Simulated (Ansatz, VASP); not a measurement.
# Zr in VASP and in Ansatz

INCAR

```
SYSTEM = Zr
  PREC = Accurate
  ENCUT = 520
  EDIFF = 1E-7
  ISMEAR = -1
  SIGMA = 0.08
  LREAL = .FALSE.
  LASPH = .TRUE.
  NELM = 80
  ALGO = Normal
  ISIF = 2
  LWAVE = .FALSE.
  LCHARG = .TRUE.
  LELF = .TRUE.
  LVHAR = .TRUE.
  NBANDS = 19
```

File KPOINTS:

```
Automatic mesh
0
G
  12 12 12
  0 0 0
```

File POSCAR:

```
Zr
1.0
    0.0000000000      2.2832830209      2.2832830209
    2.2832830209      0.0000000000      2.2832830209
    2.2832830209      2.2832830209      0.0000000000
Zr
2
Direct
   -0.1250000000     -0.1250000000     -0.1250000000
    0.1250000000      0.1250000000      0.1250000000
```

Input for Ansatz:

```yaml
crystal:
  lattice:
    - [0.0, 2.2832830209, 2.2832830209]
    - [2.2832830209, 0.0, 2.2832830209]
    - [2.2832830209, 2.2832830209, 0.0]
  atoms:
    - { symbol: Zr, position: [-0.125, -0.125, -0.125] }
    - { symbol: Zr, position: [0.125, 0.125, 0.125] }
kpoints:
  mp_grid: { grid: [12, 12, 12] }
scf:
  occupations: { method: fermi_dirac, width: 0.08 }
hamiltonian:
  xc: lda
  pseudopotentials: { kind: all_electron, datasets: crystal }
output:
  forces: true
  stress: true
  eigenvalues: true
```

Change from the starting cell: volume scaled by 0.43, crystal datasets.

Alike in both runs: task single point; functional LDA; k mesh 12 × 12 × 12; occupations fermi-dirac, width 0.08 eV; no spin polarisation.

|  | VASP | Ansatz |
| --- | --- | --- |
| version | VASP 6.6.1 | Ansatz 0.2.0 |
| potentials or method | VASP PAW LDA potentials, release 64 (Zr_sv), cutoff 520 eV | all-electron PAW with datasets made for the crystal, scalar-relativistic |

```csv
,VASP,Ansatz,Ansatz less VASP
pressure (GPa),295.3,289.2,-6.11
```

LDA's correlation is that of Perdew and Zunger in VASP and of Perdew and Wang (1992) in Ansatz. Both programs put the cell under a high pressure, so it lies far from rest at this level. Ansatz ran all-electron here, and VASP with PAW potentials.

Noted on VASP's run: the cell as given lies far from equilibrium.
